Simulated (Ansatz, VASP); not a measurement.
## One calculation of Cd, two programs

```xyz
1
Lattice="0.0000 2.3443 2.2542 2.1940 0.0000 2.2542 2.1940 2.3443 0.0000" Properties=species:S:1:pos:R:3 pbc="T T T"
Cd    0.0000    0.0000    0.0000
```

Change from the starting cell: normal strain along x -0.0267, normal strain along y +0.0400.

Alike in both runs: task single point; functional PBE; k mesh 18 × 18 × 18; occupations gaussian, width 0.15 eV; no spin polarisation.

|  | VASP | Ansatz |
| --- | --- | --- |
| version | VASP 6.6.1 | Ansatz 0.2.0 |
| potentials or method | VASP PAW PBE potentials, release 64 (Cd), cutoff 520 eV | scalar-relativistic, plane waves, PAW |
| valence electrons in the cell | 12 | 20 |

|  | VASP | Ansatz | Ansatz less VASP |
| --- | --- | --- | --- |
| gap on the k mesh at the Fermi level (eV) | none | none | - |
| pressure (GPa) | -0.3 | -0.5 | -0.22 |
| traceless stress, the component that is largest in VASP (GPa) | -1.19 | -1.18 | +0.010 |

A gap of «none» marks a metal or a gap that the smearing closes. With one functional, cell and mesh, what is left measures potentials, basis and numerics. VASP's potentials hold 12 valence electrons a cell and Ansatz's 20, so a difference there can come from the potentials and not from the codes.
